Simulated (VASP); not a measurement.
# B (P6/mmm) in VASP: single point with PBE

Aim: the single point of B with PBE.

All numbers are computed with VASP 6.6.1; they aren't measurements. Logs are shortened: lines on timing, memory, paths and dates and some standing lists are left out, and cuts for length are marked.

## 1. The cell of the first run

It takes space group P6/mmm (No. 191, hexagonal). The conventional cell has a = 3.011 Å, b = 3.011 Å, c = 1.936 Å, α = 90.00°, β = 90.00°, γ = 120.00°. B (site symmetry -6m2) has 5 B at 1.74 to 1.94 Å within 2.3 Å.

This isn't the form of B at room conditions, which is rhombohedral.

## 2. Single point, PBE

The input, POSCAR:

```
B
1.0
    3.0111955405      0.0000000000      0.0000000000
   -1.5055977703      2.6077718339      0.0000000000
    0.0000000000      0.0000000000      1.9358237855
B
2
Direct
    0.3333333333      0.6666666667      0.0000000000
    0.6666666667      0.3333333333      0.0000000000
```

The input, INCAR.step1:

```
  ALGO = Normal
  EDIFF = 1E-6
  ENCUT = 520
  GGA = PE
  ISIF = 2
  ISMEAR = 0
  LASPH = True
  LCHARG = True
  LREAL = False
  LWAVE = False
  NBANDS = 10
  NELM = 80
  PREC = Accurate
  SIGMA = 0.1
```

The input, KPOINTS.step1:

```
k-points
0
Gamma
  24 24 28
```

The input, INCAR.step2:

```
  ALGO = Normal
  EDIFF = 1E-6
  ENCUT = 520
  GGA = PE
  ICHARG = 11
  ISIF = 2
  ISMEAR = -5
  LASPH = True
  LCHARG = False
  LORBIT = 11
  LREAL = False
  LWAVE = False
  NBANDS = 10
  NEDOS = 2001
  NELM = 80
  PREC = Accurate
  SIGMA = 0.1
```

The input, KPOINTS.step2:

```
k-points
0
Gamma
  36 36 42
```

Potentials or basis: VASP PAW PBE potentials, release 64 (B).

Started as:

```console
cat potpaw_PBE.64/B/POTCAR > POTCAR
cp INCAR.step1 INCAR
cp KPOINTS.step1 KPOINTS
mpirun -np 1 vasp_std > vasp.out
cp INCAR.step2 INCAR
cp KPOINTS.step2 KPOINTS
mpirun -np 1 vasp_std > vasp.out
```

OUTCAR:

```text
EDIFF = 1E-6
   ENCUT = 520
   GGA = PE
   ICHARG = 11
   ISIF = 2
   ISMEAR = -5
   LASPH = True
   LORBIT = 11
   LREAL = False
   NELM = 80
   PREC = Accurate

 ion  position               nearest neighbor table
   1  0.333  0.667  0.000-   2 1.74   2 1.74   2 1.74
   2  0.667  0.333  0.000-   1 1.74   1 1.74   1 1.74

  LATTYP: Found a hexagonal cell.
 ALAT       =     3.0111955405
 C/A-ratio  =     0.6428754823

  Lattice vectors:

 A1 = (   3.0111955405,   0.0000000000,   0.0000000000)
 A2 = (  -1.5055977703,   2.6077718339,   0.0000000000)
 A3 = (   0.0000000000,   0.0000000000,   1.9358237855)

Analysis of symmetry for initial positions (statically):
=====================================================================
 Subroutine PRICEL returns:
 Original cell was already a primitive cell.

 Routine SETGRP: Setting up the symmetry group for a
 hexagonal supercell.

 Subroutine GETGRP returns: Found 24 space group operations
 (whereof 24 operations were pure point group operations)
 out of a pool of 24 trial point group operations.

The static configuration has the point symmetry D_6h.

Analysis of symmetry for dynamics (positions and initial velocities):
=====================================================================
 Subroutine PRICEL returns:
 Original cell was already a primitive cell.

 Routine SETGRP: Setting up the symmetry group for a
 hexagonal supercell.

 Subroutine GETGRP returns: Found 24 space group operations
 (whereof 24 operations were pure point group operations)
 out of a pool of 24 trial point group operations.

The dynamic configuration has the point symmetry D_6h.

 Subroutine INISYM returns: Found 24 space group operations
 (whereof 24 operations are pure point group operations),
 and found     1 'primitive' translations

----------------------------------------------------------------------------------------

                                     Primitive cell

  volume of cell :      15.2011

  direct lattice vectors                    reciprocal lattice vectors
     3.011195541  0.000000000  0.000000000     0.332094009  0.191734566  0.000000000
    -1.505597770  2.607771834  0.000000000     0.000000000  0.383469131  0.000000000
     0.000000000  0.000000000  1.935823786     0.000000000  0.000000000  0.516575944

  length of vectors
     3.011195541  3.011195541  1.935823786     0.383469131  0.383469131  0.516575944

  position of ions in fractional coordinates (direct lattice)
     0.333333333  0.666666667  0.000000000
[... 96 lines left out ...]
   EFERMI_NEDOS =   21; number of points for ismear=-14 and -15
   IALGO  =     38    algorithm
   IMIX   =      4    mixing-type and parameters
     AMIX     =   0.40;   BMIX     =  1.00
     AMIX_MAG =   1.60;   BMIX_MAG =  1.00
  volume/ion in A,a.u.               =       7.60        51.29
  Fermi-wavevector in a.u.,A,eV,Ry     =   1.200882  2.269339 19.621212  1.442118
  Thomas-Fermi vector in A             =   2.336706
   LORBIT       =     11    0 simple, 1 ext, 2 COOP (PROOUT), +10 PAW based schemes
   GGA     = PE    functional components
   LHFCALC =     F    Hartree Fock is set to
   AEXX    =    0.0000 exact exchange contribution
   IVDW    =     0    specifies the selected vdW correction
   LEPSILON=     F    determine dielectric tensor
   LRPA    =     F    only Hartree local field effects (RPA)
 non-spin polarized calculation
 Fermi weights with tetrahedron method with Bloechl corrections
  energy-cutoff  :      520.00
  volume of cell :       15.20
 maximum number of plane-waves:       439
 NGX is ok and might be reduce to    24

 number of electron       6.0000000 magnetization

 Free energy of the ion-electron system (eV)
  ---------------------------------------------------
  ext. energy  EPLUGINS =         0.00000000
  ---------------------------------------------------
  free energy    TOTEN  =       -11.92166653 eV

  energy without entropy =      -11.92166653  energy(sigma->0) =      -11.92166653

 E-fermi :   5.4660     XC(G=0): -11.5514

 val. band max:        5.5574369296   @ k =   0.2222   0.0278   0.3333
 cond. band min:       5.4168600870   @ k =   0.2778   0.1389   0.5000
 fundamental gap:     -0.1405768426
 Fermi energy:         5.4659802099

 k-point     1 :       0.0000    0.0000    0.0000
  band No.  band energies     occupation
      1      -9.1596      2.00000
      2       3.9097      2.00000
      3       3.9097      2.00000
      4      11.1266      0.00000
      5      11.1266      0.00000
      6      11.2524      0.00000
      7      17.9478      0.00000
      8      19.1633      0.00000
      9      25.8853      0.00000
     10      31.0516      0.00000
[... 287 lines left out ...]
 k-point    24 :       0.1389    0.0278    0.0000
  band No.  band energies     occupation
      1      -8.7512      2.00000
      2       2.0457      2.00000
      3       3.1168      2.00000
      4      10.5181      0.00000
      5      12.4728      0.00000
      6      13.3249      0.00000
      7      18.2655      0.00000
      8      21.1313      0.00000
      9      25.3171      0.00000
     10      30.6361      0.00000

 [... further k-points ...]

------------------------ aborting loop because EDIFF is reached ----------------------------------------

  FORCE on cell =-STRESS in cart. coord.  units (eV):
  Direction    XX          YY          ZZ          XY          YZ          ZX
  --------------------------------------------------------------------------------------
  -------------------------------------------------------------------------------------
  Total       -0.0199528     -0.0199528      0.0404966      0.0000000     -0.0000000     -0.0000000
  in kB       -2.1030087     -2.1030087      4.2682965      0.0000000     -0.0000000     -0.0000000
  external PRESSURE =       0.0207597 kB  Pullay stress =       0.0000000 kB

 VOLUME and BASIS-vectors are now :
 -----------------------------------------------------------------------------
  energy-cutoff  :      520.00
  volume of cell :       15.20
      direct lattice vectors                 reciprocal lattice vectors
     3.011195541  0.000000000  0.000000000     0.332094009  0.191734566  0.000000000
    -1.505597770  2.607771834  0.000000000     0.000000000  0.383469131  0.000000000
     0.000000000  0.000000000  1.935823786     0.000000000  0.000000000  0.516575944

 POSITION                                       TOTAL-FORCE (eV/Angst)
 -----------------------------------------------------------------------------------
     -0.00000      1.73851      0.00000         0.000000      0.000000     -0.000000
      1.50560      0.86926      0.00000        -0.000000     -0.000000      0.000000
 -----------------------------------------------------------------------------------
    total drift:                                0.000000     -0.000000      0.000000

  FREE ENERGIE OF THE ION-ELECTRON SYSTEM (eV)
  ---------------------------------------------------
  free  energy   TOTEN  =       -11.9216665274 eV

  energy  without entropy=      -11.9216665274  energy(sigma->0) =      -11.92166653

 total charge

# of ion       s       p       d       tot
------------------------------------------
    1        0.727   1.171   0.000   1.899
    2        0.727   1.171   0.000   1.899
--------------------------------------------------
tot          1.455   2.342   0.000   3.797
```

Wall time 5.9 min (1 thread of Intel Xeon 8259CL, shared host); peak memory 0.53 GiB.

What came out:

| Property | Result |
| --- | --- |
| Valence electrons inside the program's atomic spheres | B 1.90 |

Caveat: tetrahedron occupations give inexact forces and stress in metals.
